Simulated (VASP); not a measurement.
A run of VASP 6.6.1:

The input INCAR:

```
SYSTEM = CuO
PREC = Accurate ; ENCUT = 820
EDIFF = 1E-6 ; ISMEAR = 0
SIGMA = 0.1 ; LREAL = .FALSE.
LASPH = .TRUE. ; NELM = 120
ALGO = Normal ; ISIF = 2
LWAVE = .FALSE. ; LCHARG = .TRUE.
GGA = PS ; LELF = .TRUE.
LVHAR = .TRUE. ; NBANDS = 33
GGA_COMPAT = .FALSE.
```

KPOINTS

```
Automatic mesh
0
Gamma
  10 10 6
  0.5 0.5 0.5
```

POSCAR

```
CuO
1.0
    1.9909680000     -2.1535500000      0.0000000000
    1.9909680000      2.1535500000      0.0000000000
    0.0000000000      0.0000000000      5.1559280000
Cu O
2 2
Direct
    0.0000000000      0.5000000000      0.0000000000
    0.5000000000      0.0000000000      0.5000000000
    0.5000000000      0.5000000000      0.2500000000
    0.5000000000      0.5000000000      0.7500000000
```

Potentials or basis: VASP PAW PBE potentials, release 64 (Cu_sv_GW, O).

Run with:

```sh
$ cat potpaw_PBE.64/Cu_sv_GW/POTCAR potpaw_PBE.64/O/POTCAR > POTCAR
$ mpirun -np 1 vasp_std > vasp.out
```

Hardware: 1 thread of Intel(R) Xeon(R) Platinum 8259CL CPU @ 2.50GHz (Skylake/Cascade Lake) (shared host).

How long does it take, and how much memory?

Run time: 4.2 min on 1 thread of Intel(R) Xeon(R) Platinum 8259CL CPU @ 2.50GHz (Skylake/Cascade Lake), with other jobs on the host, peak memory 0.37 GiB. Counts: scf iterations 14, k points 90.
